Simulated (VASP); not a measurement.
Runs of VASP 6.6.1 on ZnO. The structure is that of space group P4/nmm (No. 129), or close to it. The cells are those of the table. 

```csv
task,cell,k mesh,cutoff (eV),smearing,gap on the mesh (eV),pressure (GPa),largest force (eV/Å)
single point,"a = 3.849, b = 3.849, c = 3.588 Å, 4 atoms",4 × 4 × 4,520,gaussian 0.1 eV,1.08,0.9,0.07
single point,"a = 3.849, b = 3.849, c = 3.588 Å, 4 atoms",4 × 4 × 6,520,gaussian 0.1 eV,1.08,0.9,0.07
single point,"a = 3.848, b = 3.848, c = 3.526 Å, 4 atoms",8 × 8 × 8,520,gaussian 0.02 eV,1.05,0.9,0.07
relaxation of cell and atoms,"relaxed from a = 3.849, b = 3.849, c = 3.588 Å, 4 atoms",4 × 4 × 6,600,gaussian 0.1 eV,(a),-0.1,0.01
```

Alike in all rows: level PBE; potentials or basis VASP PAW PBE potentials, release 64 (Zn, O); no spin polarisation.

Question: Fill in the values left out.

Answer: (a) 1.06.

Caveats: some runs use coarse meshes.

A k mesh can miss the band edges.
